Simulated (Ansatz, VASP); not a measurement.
One calculation of TiH5, two programs

```xyz
6
Lattice="3.9930 0.0000 0.0000 -1.9965 3.4581 0.0000 0.0000 0.0000 3.7242" Properties=species:S:1:pos:R:3 pbc="T T T"
Ti    0.0000    0.0000    0.0000
H     2.6353    0.0000    1.8621
H     1.9965    1.1527    0.0000
H     0.6789    1.1758    1.8621
H    -1.3177    2.2822    1.8621
H     0.0000    2.3054    0.0000
```

Change from the starting cell: species swapped into the MgPt5 type (P-62m, No. 189).

Alike in both runs: task relaxation of cell and atoms; functional PBE; k mesh 6 × 6 × 6; occupations gaussian, width 0.1 eV; no spin polarisation.

|  | VASP | Ansatz |
| --- | --- | --- |
| version | VASP 6.6.1 | Ansatz 0.2.0 |
| potentials or method | VASP PAW PBE potentials, release 64 (Ti_sv, H), cutoff 600 eV | scalar-relativistic, plane waves, PAW |
| valence electrons in the cell | 17 | 17 |

|  | VASP | Ansatz | Ansatz less VASP |
| --- | --- | --- | --- |
| gap on the k mesh at the Fermi level, each at its own relaxed structure (eV) | none | none | - |
| relaxed volume (Å³/atom) | 5.29 | 5.29 | -0.006 |
| relaxed cell length with the largest relative difference (Å) | 3.446 | 3.443 | -0.0032 |

A gap of «none» marks a metal or a gap that the smearing closes.

Noted on VASP's run: the volume moved by over 15 % at a fixed basis, so the end points are rough.
